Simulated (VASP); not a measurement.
Runs of VASP 6.6.1 on SiC. The structure is that of space group I-4m2 (No. 119), or close to it. The cells are those of the table. 

```csv
cell,gap on the mesh (eV),pressure (GPa)
"a = 2.993, b = 2.993, c = 3.549 Å, angles 53.6, 53.6, 72.7°, 2 atoms",none,-11.5
"a = 3.354, b = 3.354, c = 2.739 Å, angles 65.9, 65.9, 48.2°, 2 atoms",none,-1.6
"a = 3.196, b = 3.196, c = 2.893 Å, angles 63.1, 63.1, 53.8°, 2 atoms",0.60,-0.5
"a = 3.267, b = 3.267, c = 2.817 Å, angles 64.5, 64.5, 51.1°, 2 atoms",none,-1.5
"a = 3.037, b = 3.037, c = 3.161 Å, angles 58.6, 58.6, 62.7°, 2 atoms",(c),0.6
"a = 2.995, b = 2.995, c = 3.340 Å, angles 56.1, 56.1, 67.8°, 2 atoms",none,(b)
"a = 3.012, b = 3.012, c = 3.246 Å, angles 57.4, 57.4, 65.2°, 2 atoms",0.28,-1.0
"a = 3.424, b = 3.424, c = 2.686 Å, angles 66.9, 66.9, 46.2°, 2 atoms",none,-0.3
"a = 2.989, b = 2.989, c = 3.451 Å, angles 54.7, 54.7, 70.5°, 2 atoms",none,(a)
"a = 3.131, b = 3.131, c = 2.978 Å, angles 61.6, 61.6, 56.8°, 2 atoms",(d),0.6
```

Alike in all rows: task single point; level r2SCAN; potentials or basis VASP PAW PBE potentials, release 64 (Si, C); no spin polarisation; k mesh 12 × 12 × 12; cutoff (eV) 520; smearing gaussian 0.05 eV.

Q: Fill in the values left out.

A: (a) -8.0; (b) -3.9; (c) 0.89; (d) 1.17.

Caveats: the PAW data sets were made with another functional, which shifts forces and pressure a little; semilocal functionals underestimate gaps, and a narrow one can read as zero (at least some runs); the stress differs along the axes, from -32 to 30 GPa (at least some runs); the stress differs along the axes, from -103 to 49 GPa (at least some runs); the stress differs along the axes, from -48 to 23 GPa (at least some runs); the stress differs along the axes, from -78 to 37 GPa (at least some runs); the stress differs along the axes, from -6 to 14 GPa (at least some runs).

A k mesh can miss the band edges.

A gap of «none» marks levels without a gap at the run's occupations.
